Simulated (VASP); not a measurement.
# Ti in VASP: notebook

Runs on Ti. Level: PBE. Tasks: single point.

Everything below comes from runs of VASP 6.6.1. Logs are shortened: lines on timing, memory, paths and dates and some standing lists are left out, and cuts for length are marked.

## (1) The cell of the first run

Symmetry: I4/mmm, No. 139, tetragonal system. The conventional cell has a = 2.785 Å, b = 2.785 Å, c = 4.060 Å, α = 90.00°, β = 90.00°, γ = 90.00°. Within 3.7 Å of Ti (site symmetry 4/mmm) lie 12 Ti at 2.78 to 2.83 Å.

## (2) Single point, PBE (equal xx and yy strain of -3 %)

INCAR

```
ALGO = Normal ; EDIFF = 1E-6
ENCUT = 500 ; GGA = PE
GGA_COMPAT = F ; ISIF = 2
ISMEAR = -1 ; LASPH = T
LCHARG = F ; LREAL = F
LWAVE = F ; NBANDS = 12
NELM = 120 ; PREC = Accurate
SIGMA = 0.05
```

KPOINTS

```
k-points
0
Gamma
  15 15 15
```

POSCAR

```
Ti
1.0
    0.0000000000      1.9691000000      2.0300000000
    1.9691000000      0.0000000000      2.0300000000
    1.9691000000      1.9691000000      0.0000000000
Ti
1
Direct
    0.0000000000      0.0000000000      0.0000000000
```

Potentials or basis: VASP PAW PBE potentials, release 64 (Ti_sv).

Run with:

```
cat potpaw_PBE.64/Ti_sv/POTCAR > POTCAR
mpirun -np 1 vasp_std > vasp.out
```

OUTCAR:

```text
EDIFF = 1E-6
   ENCUT = 500
   GGA = PE
   ISIF = 2
   ISMEAR = -1
   LASPH = T
   LREAL = F
   NELM = 120
   PREC = Accurate

 ion  position               nearest neighbor table
   1  0.000  0.000  0.000-

  LATTYP: Found a body centered tetragonal cell.
 ALAT       =     2.7847279257
 C/A-ratio  =     1.4579521262

  Lattice vectors:

 A1 = (  -1.9691000000,   0.0000000000,   2.0300000000)
 A2 = (   1.9691000000,   0.0000000000,   2.0300000000)
 A3 = (   0.0000000000,   1.9691000000,  -2.0300000000)

Analysis of symmetry for initial positions (statically):
=====================================================================
 Subroutine PRICEL returns:
 Original cell was already a primitive cell.

 Routine SETGRP: Setting up the symmetry group for a
 body centered tetragonal supercell.

 Subroutine GETGRP returns: Found 16 space group operations
 (whereof 16 operations were pure point group operations)
 out of a pool of 16 trial point group operations.

The static configuration has the point symmetry D_4h.

Analysis of symmetry for dynamics (positions and initial velocities):
=====================================================================
 Subroutine PRICEL returns:
 Original cell was already a primitive cell.

 Routine SETGRP: Setting up the symmetry group for a
 body centered tetragonal supercell.

 Subroutine GETGRP returns: Found 16 space group operations
 (whereof 16 operations were pure point group operations)
 out of a pool of 16 trial point group operations.

The dynamic configuration has the point symmetry D_4h.

 Subroutine INISYM returns: Found 16 space group operations
 (whereof 16 operations are pure point group operations),
 and found     1 'primitive' translations

----------------------------------------------------------------------------------------

                                     Primitive cell

  volume of cell :      15.7421

  direct lattice vectors                    reciprocal lattice vectors
     0.000000000  1.969100000  2.030000000    -0.253923112  0.253923112  0.246305419
     1.969100000  0.000000000  2.030000000     0.253923112 -0.253923112  0.246305419
     1.969100000  1.969100000  0.000000000     0.253923112  0.253923112 -0.246305419

  length of vectors
     2.828118599  2.828118599  2.784727926     0.435454077  0.435454077  0.435454077

  position of ions in fractional coordinates (direct lattice)
     0.000000000  0.000000000  0.000000000

  ion indices of the primitive-cell ions
   primitive index   ion index
                 1           1

----------------------------------------------------------------------------------------

 KPOINTS: k-points

Automatic generation of k-mesh.
 Grid dimensions read from file:
 generate k-points for:   15   15   15

 Generating k-lattice:

  Cartesian coordinates                     Fractional coordinates (reciprocal lattice)
    -0.016928207  0.016928207  0.016420361     0.066666667  0.000000000  0.000000000
     0.016928207 -0.016928207  0.016420361     0.000000000  0.066666667  0.000000000
     0.016928207  0.016928207 -0.016420361     0.000000000  0.000000000  0.066666667

  Length of vectors
     0.029030272  0.029030272  0.029030272

  Shift w.r.t. Gamma in fractional coordinates (k-lattice)
     0.000000000  0.000000000  0.000000000

 Subroutine IBZKPT returns following result:
 ===========================================

 Found    288 irreducible k-points:

 Following reciprocal coordinates:
            Coordinates               Weight
  0.000000  0.000000  0.000000      1.000000
  0.066667 -0.000000  0.000000      8.000000
  0.133333  0.000000  0.000000      8.000000
  0.200000 -0.000000  0.000000      8.000000
  0.266667  0.000000  0.000000      8.000000
  0.333333  0.000000  0.000000      8.000000
[... 16 lines left out ...]
  0.133333  0.133333  0.000000      2.000000
  0.200000  0.133333  0.000000      8.000000
 [... further k-points ...]
   k-points           NKPTS =    288   k-points in BZ     NKDIM =    288   number of bands    NBANDS=     12
   number of dos      NEDOS =    301   number of ions     NIONS =      1
   total plane-waves  NPLWV =  11520
   dimension x,y,z NGX =    24 NGY =   24 NGZ =   20
   dimension x,y,z NGXF=    48 NGYF=   48 NGZF=   40
   ions per type =               1
   NGX,Y,Z   is equivalent  to a cutoff of  14.11, 14.11, 11.94 a.u.
   NGXF,Y,Z  is equivalent  to a cutoff of  28.22, 28.22, 23.88 a.u.
 SYSTEM =  unknown system
   PREC   = accura    normal or accurate (medium, high low for compatibility)
   ISTART =      0    job   : 0-new  1-cont  2-samecut
   ICHARG =      2    charge: 1-file 2-atom 10-const
   ISPIN  =      1    spin polarized calculation?
   LNONCOLLINEAR =      F non collinear calculations
   LSORBIT =      F    spin-orbit coupling
   LASPH  =      T    aspherical Exc in radial PAW
   ENCUT  =  500.0 eV  36.75 Ry    6.06 a.u.   5.16  5.16  5.08*2*pi/ulx,y,z
   NELM   =    120;   NELMIN=  2; NELMDL= -5     # of ELM steps
   EDIFF  = 0.1E-05   stopping-criterion for ELM
   LREAL  =      F    real-space projection
   EDIFFG = 0.1E-04   stopping-criterion for IOM
   NSW    =      0    number of steps for IOM
   IBRION =     -1    ionic relax: 0-MD 1-quasi-New 2-CG
   NFREE  =      0    steps in history (QN), initial steepest desc. (CG)
   ISIF   =      2    stress and relaxation
   ISYM   =      2    0-nonsym 1-usesym 2-fastsym
   POTIM  = 0.5000    time-step for ionic-motion
   TEBEG  =    0.0;   TEEND  =   0.0 temperature during run
   PSTRESS=    0.0 pullay stress
   NELECT =      12.0000    total number of electrons
   NUPDOWN=      -1.0000    fix difference up-down
   EMIN   =  10.00;   EMAX   =-10.00  energy-range for DOS
   EFERMI =   0.00;   METHOD = LEGACY
   ISMEAR =    -1;   SIGMA  =   0.05  broadening in eV -4-tet -1-fermi 0-gaus
   EFERMI_NEDOS =   21; number of points for ismear=-14 and -15
   IALGO  =     38    algorithm
   IMIX   =      4    mixing-type and parameters
     AMIX     =   0.40;   BMIX     =  1.00
     AMIX_MAG =   1.60;   BMIX_MAG =  1.00
  volume/ion in A,a.u.               =      15.74       106.23
  Fermi-wavevector in a.u.,A,eV,Ry     =   1.495483  2.826052 30.429000  2.236468
  Thomas-Fermi vector in A             =   2.607622
   LORBIT       =      0    0 simple, 1 ext, 2 COOP (PROOUT), +10 PAW based schemes
   GGA     = PE    functional components
   LHFCALC =     F    Hartree Fock is set to
   AEXX    =    0.0000 exact exchange contribution
   IVDW    =     0    specifies the selected vdW correction
   LEPSILON=     F    determine dielectric tensor
   LRPA    =     F    only Hartree local field effects (RPA)
 non-spin polarized calculation
  energy-cutoff  :      500.00
  volume of cell :       15.74
 maximum number of plane-waves:       409
 NGX is ok and might be reduce to    24
   NGX = 11   NGY = 11   NGZ = 11

 number of electron      12.0000000 magnetization

 Free energy of the ion-electron system (eV)
  ---------------------------------------------------
  ext. energy  EPLUGINS =         0.00000000
  ---------------------------------------------------
  free energy    TOTEN  =        -7.72595082 eV

  energy without entropy =       -7.71262648  energy(sigma->0) =       -7.71928865

 E-fermi :   9.3063     XC(G=0): -11.9694

 val. band max:        9.3018704405   @ k =  -0.1333   0.1333   0.0667
 cond. band min:       9.3100423711   @ k =  -0.2667   0.2667   0.1333
 fundamental gap:      0.0081719306
 Fermi energy:         9.3062888639

 k-point     1 :       0.0000    0.0000    0.0000
  band No.  band energies     occupation
      1     -47.2473      2.00000
      2     -22.9786      2.00000
      3     -22.9704      2.00000
      4     -22.9704      2.00000
      5       2.9909      2.00000
      6      10.0604      0.00000
      7      10.3314      0.00000
      8      10.3314      0.00000
      9      11.9322      0.00000
     10      12.2558      0.00000
     11      25.1181      0.00000
     12      29.5154      0.00000

 k-point     2 :       0.0667   -0.0000    0.0000
  band No.  band energies     occupation
      1     -47.2396      2.00000
      2     -23.0147      2.00000
      3     -22.9814      2.00000
      4     -22.9746      2.00000
      5       3.1493      2.00000
      6      10.0500      0.00000
      7      10.2977      0.00000
      8      10.3905      0.00000
      9      11.8990      0.00000
     10      12.2103      0.00000
     11      25.2766      0.00000
     12      28.8372      0.00000

 k-point     3 :       0.1333    0.0000    0.0000
  band No.  band energies     occupation
      1     -47.2176      2.00000
      2     -23.1307      2.00000
      3     -22.9982      2.00000
      4     -22.9865      2.00000
      5       3.6059      2.00000
      6       9.8578      0.00003
      7      10.3597      0.00000
      8      10.5365      0.00000
      9      11.8481      0.00000
     10      12.1145      0.00000
     11      25.5447      0.00000
     12      27.0661      0.00000

 k-point     4 :       0.2000   -0.0000    0.0000
  band No.  band energies     occupation
      1     -47.1852      2.00000
      2     -23.2994      2.00000
      3     -23.0223      2.00000
      4     -23.0040      2.00000
      5       4.3019      2.00000
      6       9.5536      0.01412
      7      10.4299      0.00000
      8      10.6620      0.00000
      9      11.9207      0.00000
     10      12.0954      0.00000
     11      24.6573      0.00000
     12      26.2284      0.00000

 k-point     5 :       0.2667    0.0000    0.0000
  band No.  band energies     occupation
      1     -47.1477      2.00000
      2     -23.4898      2.00000
      3     -23.0498      2.00000
      4     -23.0240      2.00000
      5       5.1202      2.00000
      6       9.3276      0.78988
      7      10.3596      0.00000
      8      10.6384      0.00000
      9      12.2238      0.00000
     10      12.2909      0.00000
     11      22.8658      0.00000
     12      25.8875      0.00000
[... 228 lines left out ...]
      1     -47.2007      2.00000
      2     -23.2064      2.00000
      3     -23.0343      2.00000
      4     -22.9840      2.00000
      5       3.9603      2.00000
      6       9.7034      0.00071
      7      10.3773      0.00000
      8      10.6521      0.00000
      9      11.8479      0.00000
     10      12.0761      0.00000
     11      25.5428      0.00000
     12      26.4529      0.00000

 k-point    22 :      -0.0667    0.0667    0.0000
  band No.  band energies     occupation
      1     -47.2265      2.00000
      2     -23.0758      2.00000
      3     -23.0055      2.00000
      4     -22.9749      2.00000
      5       3.4149      2.00000
      6      10.0292      0.00000
      7      10.2403      0.00000
      8      10.4773      0.00000
      9      11.9748      0.00000
     10      12.0370      0.00000
     11      25.4825      0.00000
     12      28.0296      0.00000

 k-point    23 :       0.1333    0.1333    0.0000
  band No.  band energies     occupation
      1     -47.2102      2.00000
      2     -23.1291      2.00000
      3     -23.0189      2.00000
      4     -23.0189      2.00000
      5       3.7736      2.00000
      6       9.5058      0.03631
      7      10.7177      0.00000
      8      10.7177      0.00000
      9      11.3223      0.00000
     10      12.4224      0.00000
     11      25.9412      0.00000
     12      27.5135      0.00000

 k-point    24 :       0.2000    0.1333    0.0000
  band No.  band energies     occupation
      1     -47.1870      2.00000
      2     -23.2334      2.00000
      3     -23.0430      2.00000
      4     -23.0417      2.00000
      5       4.2733      2.00000
      6       9.2529      1.48858
      7      10.7202      0.00000
      8      10.9131      0.00000
      9      11.2673      0.00000
     10      12.4964      0.00000
     11      26.0121      0.00000
     12      26.5548      0.00000

 [... further k-points ...]

------------------------ aborting loop because EDIFF is reached ----------------------------------------

  FORCE on cell =-STRESS in cart. coord.  units (eV):
  Direction    XX          YY          ZZ          XY          YZ          ZX
  --------------------------------------------------------------------------------------
  -------------------------------------------------------------------------------------
  Total        1.2318539      1.2318539      1.1374499      0.0000000     -0.0000000      0.0000000
  in kB      125.3742066    125.3742066    115.7660657      0.0000000     -0.0000000      0.0000000
  external PRESSURE =     122.1714930 kB  Pullay stress =       0.0000000 kB

 VOLUME and BASIS-vectors are now :
 -----------------------------------------------------------------------------
  energy-cutoff  :      500.00
  volume of cell :       15.74
      direct lattice vectors                 reciprocal lattice vectors
     0.000000000  1.969100000  2.030000000    -0.253923112  0.253923112  0.246305419
     1.969100000  0.000000000  2.030000000     0.253923112 -0.253923112  0.246305419
     1.969100000  1.969100000  0.000000000     0.253923112  0.253923112 -0.246305419

 POSITION                                       TOTAL-FORCE (eV/Angst)
 -----------------------------------------------------------------------------------
      0.00000      0.00000      0.00000        -0.000000      0.000000      0.000000
 -----------------------------------------------------------------------------------
    total drift:                                0.000000      0.000000     -0.000000

  FREE ENERGIE OF THE ION-ELECTRON SYSTEM (eV)
  ---------------------------------------------------
  free  energy   TOTEN  =        -7.7259508174 eV

  energy  without entropy=       -7.7126264832  energy(sigma->0) =       -7.71928865
```

Wall time 58 s (1 thread of Intel Xeon 8259CL, shared host); peak memory 0.17 GiB.

Results:

```yaml
Free_energy: -7.7260 eV
Pressure: 12.2 GPa
Band_gap_on_the_k_mesh: zero (bands 6 and 7 overlap by 1.24 eV)
```

Levels at points of the mesh, in eV from the Fermi level:
```tsv
k point	band 2	band 3	band 4	band 5	band 6	band 7	band 8	band 9	band 10	band 11
(0.00, 0.00, 0.00)	-32.28	-32.28	-32.28	-6.32	0.75	1.03	1.03	2.63	2.95	15.81
```

Caveat: the cell differs from its parent crystal (equal xx and yy strain of -3 %); the cell stands under pressure.

## (3) Single point, PBE (equal xx and yy strain of -1 %)

INCAR

```
SYSTEM = Ti
  PREC = Accurate
  ENCUT = 500
  EDIFF = 1E-6
  ISMEAR = -1
  SIGMA = 0.05
  LREAL = .FALSE.
  LASPH = .TRUE.
  NELM = 120
  ALGO = Normal
  ISIF = 2
  LWAVE = .FALSE.
  LCHARG = .FALSE.
  GGA = PE
  NBANDS = 12
  GGA_COMPAT = .FALSE.
```

KPOINTS

```
regular mesh
0
G
  15 15 15
  0 0 0
```

POSCAR

```
Ti
1.0
    0.0000000000      2.0097000000      2.0300000000
    2.0097000000      0.0000000000      2.0300000000
    2.0097000000      2.0097000000      0.0000000000
Ti
1
Direct
    0.0000000000      0.0000000000      0.0000000000
```

Potentials or basis: VASP PAW PBE potentials, release 64 (Ti_sv).

Run with:

```
cat potpaw_PBE.64/Ti_sv/POTCAR > POTCAR
mpirun -np 1 vasp_std > vasp.out
```

Run time: 74 s. Hardware: 1 thread of Intel Xeon 8259CL, shared host; peak memory 0.18 GiB.

Results (log left out):

```yaml
Free_energy: -7.7656 eV
Pressure: 6.6 GPa
Band_gap_on_the_k_mesh: zero (bands 6 and 7 overlap by 1.16 eV)
```

Stress tensor (GPa, compression positive):
```
6.74 0.00 0.00
0.00 6.74 0.00
0.00 0.00 6.36
```

Levels at points of the mesh, in eV from the Fermi level:
| k point | band 2 | band 3 | band 4 | band 5 | band 6 | band 7 | band 8 | band 9 | band 10 | band 11 |
| --- | --- | --- | --- | --- | --- | --- | --- | --- | --- | --- |
| (0.00, 0.00, 0.00) | -32.41 | -32.41 | -32.41 | -6.23 | 0.85 | 0.93 | 0.93 | 2.62 | 2.72 | 15.57 |

Caveat: the cell differs from its parent crystal (equal xx and yy strain of -1 %); the cell stands under pressure.

## (4) Single point, PBE (equal xx and yy strain of +1 %)

INCAR

```
PREC = Accurate ; ENCUT = 520
EDIFF = 1E-6 ; ISMEAR = -1
SIGMA = 0.05 ; LREAL = F
LASPH = T ; NELM = 60
ALGO = Normal ; ISIF = 2
LWAVE = F ; LCHARG = T
GGA = PE ; LELF = T
LVHAR = T ; NBANDS = 12
```

KPOINTS

```
regular mesh
0
Gamma
  15 15 15
```

POSCAR

```
Ti
1.0
    0.0000000000      2.0503000000      2.0300000000
    2.0503000000      0.0000000000      2.0300000000
    2.0503000000      2.0503000000      0.0000000000
Ti
1
Direct
    0.0000000000      0.0000000000      0.0000000000
```

Run with:

```
cat potpaw_PBE.64/Ti_sv/POTCAR > POTCAR
mpirun -np 1 vasp_std > vasp.out
```

Run time: 46 s. Hardware: 1 thread of Intel Xeon 8259CL, shared host; peak memory 0.18 GiB.

The run converged. Its results:

- Free energy: -7.7835 eV
- Pressure: 1.8 GPa
- Band gap on the k mesh: zero (bands 6 and 7 overlap by 1.15 eV)

Stress tensor (GPa, compression positive):
```
1.67 0.00 0.00
0.00 1.67 0.00
0.00 0.00 2.10
```

Levels at points of the mesh, in eV from the Fermi level:
```
           k point  band 3  band 4  band 5  band 6  band 7  band 8  band 9  band 10
(0.00, 0.00, 0.00)  -32.52  -32.52   -6.14    0.86    0.86    0.94    2.51     2.60
```

Caveat: the cell differs from its parent crystal (equal xx and yy strain of +1 %).

## (5) Single point, PBE (equal xx and yy strain of +3 %)

INCAR

```
PREC = Accurate
ENCUT = 520
EDIFF = 1E-6
ISMEAR = -1
SIGMA = 0.05
LREAL = False
LASPH = True
NELM = 60
ALGO = Normal
ISIF = 2
LWAVE = False
LCHARG = True
GGA = PE
LELF = True
LVHAR = True
NBANDS = 12
```

KPOINTS

```
Automatic mesh
0
Gamma
  15 15 15
```

POSCAR

```
Ti
1.0
    0.0000000000      2.0909000000      2.0300000000
    2.0909000000      0.0000000000      2.0300000000
    2.0909000000      2.0909000000      0.0000000000
Ti
1
Direct
    0.0000000000      0.0000000000      0.0000000000
```

Run with:

```
cat potpaw_PBE.64/Ti_sv/POTCAR > POTCAR
mpirun -np 1 vasp_std > vasp.out
```

Wall time 59 s (1 thread of Intel Xeon 8259CL, shared host); peak memory 0.18 GiB.

The run converged. Its results:

| Quantity | Value |
| --- | --- |
| Free energy | -7.7812 eV |
| Pressure | -2.4 GPa |
| Band gap on the k mesh | zero (bands 6 and 7 overlap by 1.17 eV) |

Stress tensor (GPa, compression positive):
```
-2.75  0.00  0.00
 0.00 -2.75  0.00
 0.00  0.00 -1.55
```

Levels at points of the mesh, in eV from the Fermi level:
```tsv
k point	band 3	band 4	band 5	band 6	band 7	band 8	band 9	band 10
(0.00, 0.00, 0.00)	-32.63	-32.63	-6.04	0.80	0.80	1.01	2.32	2.57
```

Caveat: the cell differs from its parent crystal (equal xx and yy strain of +3 %).

## (6) Single point, PBE (equal xy, yz and zx shear strains of -3 %)

INCAR

```
SYSTEM = Ti
ALGO = Normal
EDIFF = 1E-6
ENCUT = 520
GGA = PE
ISIF = 2
ISMEAR = -1
LASPH = .True.
LCHARG = .False.
LREAL = .False.
LWAVE = .False.
NBANDS = 12
NELM = 80
PREC = Accurate
SIGMA = 0.05
```

KPOINTS

```
k-points
0
Gamma
  15 15 15
  0 0 0
```

POSCAR

```
Ti
1.0
   -0.0609000000      1.9995500000      1.9995500000
    1.9995500000     -0.0609000000      1.9995500000
    1.9995500000      1.9995500000     -0.0609000000
Ti
1
Direct
    0.0000000000      0.0000000000      0.0000000000
```

Potentials or basis: VASP PAW PBE potentials, release 64 (Ti_sv).

Run with:

```
cat potpaw_PBE.64/Ti_sv/POTCAR > POTCAR
mpirun -np 1 vasp_std > vasp.out
```

Wall time 80 s (1 thread of Intel Xeon 8259CL, shared host); peak memory 0.19 GiB.

It converged, with:

```
Free energy            : -7.7683 eV
Pressure               : 4.2 GPa
Band gap on the k mesh : zero (bands 6 and 7 overlap by 1.17 eV)
```

Stress tensor (GPa, compression positive):
```
4.23 1.89 1.89
1.89 4.23 1.89
1.89 1.89 4.23
```

Levels at points of the mesh, in eV from the Fermi level:
| k point | band 4 | band 5 | band 6 | band 7 | band 8 | band 9 |
| --- | --- | --- | --- | --- | --- | --- |
| (0.00, 0.00, 0.00) | -32.43 | -6.19 | 0.71 | 0.71 | 1.22 | 2.63 |

Caveat: the cell differs from its parent crystal (equal xy, yz and zx shear strains of -3 %); the cell stands under pressure.

## (7) The runs side by side

```csv
cell,cutoff (eV),gap on the mesh (eV),pressure (GPa)
"a = 2.828, b = 2.828, c = 2.785 Å, angles 60.5, 60.5, 59.0°, 1 atom",500,none,12.2
"a = 2.857, b = 2.857, c = 2.842 Å, angles 60.2, 60.2, 59.7°, 1 atom",500,none,6.6
"a = 2.885, b = 2.885, c = 2.900 Å, angles 59.8, 59.8, 60.3°, 1 atom",520,none,1.8
"a = 2.914, b = 2.914, c = 2.957 Å, angles 59.5, 59.5, 61.0°, 1 atom",520,none,-2.4
"a = 2.828 Å, angles 62.0°, 1 atom",520,none,4.2
```

Alike in all rows: task single point; level PBE; potentials or basis VASP PAW PBE potentials, release 64 (Ti_sv); no spin polarisation; k mesh 15 × 15 × 15; smearing fermi-dirac 0.05 eV.

Caveats: the cell stands under pressure (at least some runs).

Absolute energies hang on the potentials; compare differences alone.
